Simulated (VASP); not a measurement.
# AlN (P6_3mc) in VASP: notebook

AlN is run at these levels: PBE, r2SCAN; tasks: single point.

Everything below comes from runs of VASP 6.6.1. Logs are shortened: lines on timing, memory, paths and dates and some standing lists are left out, and cuts for length are marked.

### 1 The cell of the first run

It takes space group P6_3mc (No. 186, hexagonal). The conventional cell has a = 3.113 Å, b = 3.113 Å, c = 4.981 Å, α = 90.00°, β = 90.00°, γ = 120.00°. Al (site symmetry 3m) has 4 N at 1.89 Å within 2.5 Å. Within 2.5 Å of N (site symmetry 3m) lie 4 Al at 1.89 Å.

### 2 Single point, PBE

Input file INCAR:

```
SYSTEM = AlN
PREC = Accurate
ENCUT = 600
EDIFF = 1E-6
ISMEAR = 0
SIGMA = 0.01
LREAL = .FALSE.
LASPH = .TRUE.
NELM = 120
ALGO = Normal
ISIF = 2
LWAVE = .FALSE.
LCHARG = .FALSE.
GGA = PE
NBANDS = 16
GGA_COMPAT = .FALSE.
```

Input file KPOINTS:

```
regular mesh
0
G
  6 6 4
  0 0 0
```

Input file POSCAR:

```
AlN
1.0
    3.1130000000      0.0000000000      0.0000000000
   -1.5565000000      2.6959370820      0.0000000000
    0.0000000000      0.0000000000      4.9810000000
Al N
2 2
Direct
    0.3333333333      0.6666666667      0.0000000000
    0.6666666667      0.3333333333      0.5000000000
    0.3333333333      0.6666666667      0.3800000000
    0.6666666667      0.3333333333      0.8800000000
```

Potentials or basis: VASP PAW PBE potentials, release 64 (Al, N).

Command:

```sh
$ cat potpaw_PBE.64/Al/POTCAR potpaw_PBE.64/N/POTCAR > POTCAR
$ mpirun -np 1 vasp_std > vasp.out
```

OUTCAR:

```text
SYSTEM = AlN
   PREC = Accurate
   ENCUT = 600
   EDIFF = 1E-6
   ISMEAR = 0
   LREAL = .FALSE.
   LASPH = .TRUE.
   NELM = 120
   ISIF = 2
   GGA = PE

 ion  position               nearest neighbor table
   1  0.333  0.667  0.000-   3 1.89   4 1.89   4 1.89   4 1.89   2 3.07   2 3.07   2 3.07   2 3.07
                             2 3.07   2 3.07
   2  0.667  0.333  0.500-   4 1.89   3 1.89   3 1.89   3 1.89   1 3.07   1 3.07   1 3.07   1 3.07
                             1 3.07   1 3.07
   3  0.333  0.667  0.380-   1 1.89   2 1.89   2 1.89   2 1.89
   4  0.667  0.333  0.880-   2 1.89   1 1.89   1 1.89   1 1.89

  LATTYP: Found a hexagonal cell.
 ALAT       =     3.1130000000
 C/A-ratio  =     1.6000642467

  Lattice vectors:

 A1 = (   3.1130000000,   0.0000000000,   0.0000000000)
 A2 = (  -1.5565000000,   2.6959370820,   0.0000000000)
 A3 = (   0.0000000000,   0.0000000000,   4.9810000000)

Analysis of symmetry for initial positions (statically):
=====================================================================
 Subroutine PRICEL returns:
 Original cell was already a primitive cell.

 Routine SETGRP: Setting up the symmetry group for a
 hexagonal supercell.

 Subroutine GETGRP returns: Found 12 space group operations
 (whereof  6 operations were pure point group operations)
 out of a pool of 24 trial point group operations.

The static configuration has the point symmetry C_3v.
 The point group associated with its full space group is C_6v.

Analysis of symmetry for dynamics (positions and initial velocities):
=====================================================================
 Subroutine PRICEL returns:
 Original cell was already a primitive cell.

 Routine SETGRP: Setting up the symmetry group for a
 hexagonal supercell.

 Subroutine GETGRP returns: Found 12 space group operations
 (whereof  6 operations were pure point group operations)
 out of a pool of 24 trial point group operations.

The dynamic configuration has the point symmetry C_3v.
 The point group associated with its full space group is C_6v.

 Subroutine INISYM returns: Found 12 space group operations
 (whereof  6 operations are pure point group operations),
 and found     1 'primitive' translations

----------------------------------------------------------------------------------------

                                     Primitive cell

  volume of cell :      41.8028

  direct lattice vectors                    reciprocal lattice vectors
     3.113000000  0.000000000  0.000000000     0.321233537  0.185464269  0.000000000
    -1.556500000  2.695937082  0.000000000     0.000000000  0.370928538  0.000000000
     0.000000000  0.000000000  4.981000000     0.000000000  0.000000000  0.200762899

  length of vectors
     3.113000000  3.113000000  4.981000000     0.370928538  0.370928538  0.200762899

  position of ions in fractional coordinates (direct lattice)
     0.333333333  0.666666667  0.000000000
     0.666666667  0.333333333  0.500000000
     0.333333333  0.666666667  0.380000000
     0.666666667  0.333333333  0.880000000

  ion indices of the primitive-cell ions
   primitive index   ion index
                 1           1
                 2           2
                 3           3
                 4           4

----------------------------------------------------------------------------------------

 KPOINTS: regular mesh

Automatic generation of k-mesh.
 Grid dimensions read from file:
 generate k-points for:    6    6    4

 Generating k-lattice:

  Cartesian coordinates                     Fractional coordinates (reciprocal lattice)
     0.053538923  0.030910711  0.000000000     0.166666667  0.000000000  0.000000000
     0.000000000  0.061821423  0.000000000     0.000000000  0.166666667  0.000000000
     0.000000000  0.000000000  0.050190725     0.000000000  0.000000000  0.250000000

  Length of vectors
     0.061821423  0.061821423  0.050190725

  Shift w.r.t. Gamma in fractional coordinates (k-lattice)
     0.000000000  0.000000000  0.000000000

 Subroutine IBZKPT returns following result:
 ===========================================

 Found     21 irreducible k-points:

 Following reciprocal coordinates:
            Coordinates               Weight
  0.000000  0.000000  0.000000      1.000000
  0.166667  0.000000  0.000000      6.000000
  0.333333  0.000000  0.000000      6.000000
  0.500000  0.000000  0.000000      3.000000
  0.166667  0.166667  0.000000      6.000000
  0.333333  0.166667  0.000000     12.000000
[... 13 lines left out ...]
  0.333333  0.166667  0.500000     12.000000
  0.333333  0.333333  0.500000      2.000000
   k-points           NKPTS =     21   k-points in BZ     NKDIM =     21   number of bands    NBANDS=     16
   number of dos      NEDOS =    301   number of ions     NIONS =      4
   total plane-waves  NPLWV =  31360
   dimension x,y,z NGX =    28 NGY =   28 NGZ =   40
   dimension x,y,z NGXF=    56 NGYF=   56 NGZF=   80
   ions per type =               2   2
   NGX,Y,Z   is equivalent  to a cutoff of  14.95, 14.95, 13.35 a.u.
   NGXF,Y,Z  is equivalent  to a cutoff of  29.91, 29.91, 26.70 a.u.
 SYSTEM =  AlN
   PREC   = accura    normal or accurate (medium, high low for compatibility)
   ISTART =      0    job   : 0-new  1-cont  2-samecut
   ICHARG =      2    charge: 1-file 2-atom 10-const
   ISPIN  =      1    spin polarized calculation?
   LNONCOLLINEAR =      F non collinear calculations
   LSORBIT =      F    spin-orbit coupling
   LASPH  =      T    aspherical Exc in radial PAW
   ENCUT  =  600.0 eV  44.10 Ry    6.64 a.u.   6.22  6.22  9.95*2*pi/ulx,y,z
   NELM   =    120;   NELMIN=  2; NELMDL= -5     # of ELM steps
   EDIFF  = 0.1E-05   stopping-criterion for ELM
   LREAL  =      F    real-space projection
   EDIFFG = 0.1E-04   stopping-criterion for IOM
   NSW    =      0    number of steps for IOM
   IBRION =     -1    ionic relax: 0-MD 1-quasi-New 2-CG
   NFREE  =      0    steps in history (QN), initial steepest desc. (CG)
   ISIF   =      2    stress and relaxation
   ISYM   =      2    0-nonsym 1-usesym 2-fastsym
   POTIM  = 0.5000    time-step for ionic-motion
   TEBEG  =    0.0;   TEEND  =   0.0 temperature during run
   PSTRESS=    0.0 pullay stress
   NELECT =      16.0000    total number of electrons
   NUPDOWN=      -1.0000    fix difference up-down
   EMIN   =  10.00;   EMAX   =-10.00  energy-range for DOS
   EFERMI =   0.00;   METHOD = LEGACY
   ISMEAR =     0;   SIGMA  =   0.01  broadening in eV -4-tet -1-fermi 0-gaus
   EFERMI_NEDOS =   21; number of points for ismear=-14 and -15
   IALGO  =     38    algorithm
   IMIX   =      4    mixing-type and parameters
     AMIX     =   0.40;   BMIX     =  1.00
     AMIX_MAG =   1.60;   BMIX_MAG =  1.00
  volume/ion in A,a.u.               =      10.45        70.52
  Fermi-wavevector in a.u.,A,eV,Ry     =   1.188629  2.246183 19.222843  1.412839
  Thomas-Fermi vector in A             =   2.324754
   LORBIT       =      0    0 simple, 1 ext, 2 COOP (PROOUT), +10 PAW based schemes
   GGA     = PE    functional components
   LHFCALC =     F    Hartree Fock is set to
   AEXX    =    0.0000 exact exchange contribution
   IVDW    =     0    specifies the selected vdW correction
   LEPSILON=     F    determine dielectric tensor
   LRPA    =     F    only Hartree local field effects (RPA)
 non-spin polarized calculation
 Gauss-broadening in eV      SIGMA  =   0.01
  energy-cutoff  :      600.00
  volume of cell :       41.80
 maximum number of plane-waves:      1412
 NGX is ok and might be reduce to    28
   NGX = 13   NGY = 13   NGZ = 19

 number of electron      16.0000000 magnetization

 Free energy of the ion-electron system (eV)
  ---------------------------------------------------
  ext. energy  EPLUGINS =         0.00000000
  ---------------------------------------------------
  free energy    TOTEN  =       -29.77301821 eV

  energy without entropy =      -29.77301821  energy(sigma->0) =      -29.77301821

 E-fermi :   6.1803     XC(G=0): -10.9067

 val. band max:        6.1220414890   @ k =   0.0000   0.0000   0.0000
 cond. band min:      10.3455864937   @ k =   0.0000   0.0000   0.0000
 fundamental gap:      4.2235450047
 Fermi energy:         6.1803359197

 k-point     1 :       0.0000    0.0000    0.0000
  band No.  band energies     occupation
      1      -9.0376      2.00000
      2      -6.8892      2.00000
      3       0.1486      2.00000
      4       5.2904      2.00000
      5       5.2904      2.00000
      6       5.9425      2.00000
[... 8 lines left out ...]
     15      19.2859      0.00000
     16      19.2859      0.00000

 k-point     2 :       0.1667    0.0000    0.0000
  band No.  band energies     occupation
      1      -8.6915      2.00000
      2      -6.7028      2.00000
      3       0.5638      2.00000
      4       3.8711      2.00000
      5       4.6533      2.00000
      6       4.8980      2.00000
[... 8 lines left out ...]
     15      18.5087      0.00000
     16      18.9259      0.00000

 k-point     3 :       0.3333    0.0000    0.0000
  band No.  band energies     occupation
      1      -7.7985      2.00000
      2      -6.3731      2.00000
      3       1.6444      2.00000
      4       1.7171      2.00000
      5       2.8318      2.00000
      6       4.3080      2.00000
[... 8 lines left out ...]
     15      18.2451      0.00000
     16      20.5344      0.00000

 k-point     4 :       0.5000    0.0000    0.0000
  band No.  band energies     occupation
      1      -7.0762      2.00000
      2      -6.3809      2.00000
      3       0.7036      2.00000
      4       1.9904      2.00000
      5       2.7919      2.00000
      6       4.0621      2.00000
[... 8 lines left out ...]
     15      18.9795      0.00000
     16      21.3153      0.00000
[... 267 lines left out ...]
 k-point    19 :       0.1667    0.1667    0.5000
  band No.  band energies     occupation
      1      -7.3431      2.00000
      2      -7.3431      2.00000
      3       1.9316      2.00000
      4       1.9316      2.00000
      5       4.3175      2.00000
      6       4.3175      2.00000
[... 8 lines left out ...]
     15      19.0829      0.00000
     16      19.0829      0.00000

 k-point    20 :       0.3333    0.1667    0.5000
  band No.  band energies     occupation
      1      -6.7225      2.00000
      2      -6.7225      2.00000
      3       0.9927      2.00000
      4       0.9927      2.00000
      5       3.5246      2.00000
      6       3.5246      2.00000
[... 8 lines left out ...]
     15      19.6023      0.00000
     16      19.6023      0.00000

 k-point    21 :       0.3333    0.3333    0.5000
  band No.  band energies     occupation
      1      -6.4983      2.00000
      2      -6.4983      2.00000
      3       1.3089      2.00000
      4       1.3089      2.00000
      5       2.2949      2.00000
      6       2.2949      2.00000
[... 8 lines left out ...]
     15      19.9841      0.00000
     16      19.9841      0.00000

------------------------ aborting loop because EDIFF is reached ----------------------------------------

  FORCE on cell =-STRESS in cart. coord.  units (eV):
  Direction    XX          YY          ZZ          XY          YZ          ZX
  --------------------------------------------------------------------------------------
  -------------------------------------------------------------------------------------
  Total        0.7296147      0.7296147      1.1544223      0.0000000     -0.0000000      0.0000000
  in kB       27.9639661     27.9639661     44.2455775      0.0000000     -0.0000000      0.0000000
  external PRESSURE =      33.3911699 kB  Pullay stress =       0.0000000 kB

 VOLUME and BASIS-vectors are now :
 -----------------------------------------------------------------------------
  energy-cutoff  :      600.00
  volume of cell :       41.80
      direct lattice vectors                 reciprocal lattice vectors
     3.113000000  0.000000000  0.000000000     0.321233537  0.185464269  0.000000000
    -1.556500000  2.695937082  0.000000000     0.000000000  0.370928538  0.000000000
     0.000000000  0.000000000  4.981000000     0.000000000  0.000000000  0.200762899

 POSITION                                       TOTAL-FORCE (eV/Angst)
 -----------------------------------------------------------------------------------
     -0.00000      1.79729      0.00000         0.000000     -0.000000     -0.130110
      1.55650      0.89865      2.49050         0.000000     -0.000000     -0.130110
     -0.00000      1.79729      1.89278        -0.000000      0.000000      0.130110
      1.55650      0.89865      4.38328         0.000000     -0.000000      0.130110
 -----------------------------------------------------------------------------------
    total drift:                               -0.000000      0.000000      0.000403

  FREE ENERGIE OF THE ION-ELECTRON SYSTEM (eV)
  ---------------------------------------------------
  free  energy   TOTEN  =       -29.7730182147 eV

  energy  without entropy=      -29.7730182147  energy(sigma->0) =      -29.77301821
```

Wall time 20 s (1 thread of Intel Xeon Platinum 8375C at 2.90GHz (Ice Lake), shared host); peak memory 0.17 GiB.

What came out:

```
Free energy            : -29.7730 eV
Pressure               : 3.3 GPa
Largest force          : 0.130 eV/Å
Band gap on the k mesh : 4.22 eV
```

Forces on the atoms (eV/Å):
```
Al   0.000  0.000 -0.130
Al   0.000  0.000 -0.130
N    0.000  0.000  0.130
N    0.000  0.000  0.130
```

Stress tensor (GPa, compression positive):
```
2.80 0.00 0.00
0.00 2.80 0.00
0.00 0.00 4.42
```

Caveat: the cell stands under pressure. A hybrid or GW would open this gap; PBE tends to underestimate it.

### 3 Single point, r2SCAN

POSCAR is that of step 2.

Input file INCAR.step1:

```
SYSTEM = AlN
PREC = Accurate
ENCUT = 660
ISMEAR = 0
SIGMA = 0.01
LREAL = .FALSE.
LASPH = .TRUE.
NELM = 120
NBANDS = 16
GGA = PE
ALGO = Normal
EDIFF = 1E-5
LWAVE = .TRUE.
LCHARG = .FALSE.
GGA_COMPAT = .FALSE.
```

Input file INCAR.step2:

```
SYSTEM = AlN
PREC = Accurate
ENCUT = 660
EDIFF = 1E-6
ISMEAR = 0
SIGMA = 0.01
LREAL = .FALSE.
LASPH = .TRUE.
NELM = 120
ALGO = Normal
ISIF = 2
LWAVE = .FALSE.
LCHARG = .TRUE.
METAGGA = R2SCAN
LMIXTAU = .TRUE.
LELF = .TRUE.
LVHAR = .TRUE.
NBANDS = 16
ISTART = 1
GGA_COMPAT = .FALSE.
```

KPOINTS is that of step 2.

Potentials or basis: VASP PAW PBE potentials, release 64 (Al, N).

Command:

```sh
$ cat potpaw_PBE.64/Al/POTCAR potpaw_PBE.64/N/POTCAR > POTCAR
$ cp INCAR.step1 INCAR
$ mpirun -np 1 vasp_std > vasp.out
$ cp INCAR.step2 INCAR
$ mpirun -np 1 vasp_std > vasp.out
```

Wall time 1.7 min (1 thread of Intel Xeon Platinum 8375C at 2.90GHz (Ice Lake), shared host); peak memory 0.18 GiB.

Results (log left out):

| Item | Value |
| --- | --- |
| Free energy | -38.4513 eV |
| Pressure | -1.3 GPa |
| Largest force | 0.122 eV/Å |
| Band gap on the k mesh | 4.90 eV |

Forces in eV/Å, atoms in the order of the input:
```
Al   0.000  0.000 -0.122
Al   0.000  0.000 -0.122
N    0.000  0.000  0.122
N    0.000  0.000  0.122
```

Stress tensor (GPa, compression positive):
```
-1.88  0.00  0.00
 0.00 -1.88  0.00
 0.00  0.00 -0.10
```

Levels at points of the mesh, in eV from the valence-band top:
```
           k point  band 5  band 6  band 7  band 8  band 9  band 10  band 11  band 12
(0.00, 0.00, 0.00)   -0.86   -0.19   -0.19    0.00    4.90     7.50    11.58    12.02
(0.50, 0.00, 0.00)   -3.37   -2.11   -1.76   -0.67    6.46     6.55     9.03    11.25
(0.00, 0.00, 0.50)   -0.53   -0.53   -0.53   -0.53    7.22     7.22    11.30    11.30
(0.50, 0.00, 0.50)   -1.47   -1.47   -1.37   -1.37    6.00     6.00    10.16    10.16
```

Caveat: the PAW data sets were made with another functional, which shifts forces and pressure a little. r2SCAN opens gaps a little over a GGA but as a rule still falls short of measured ones.
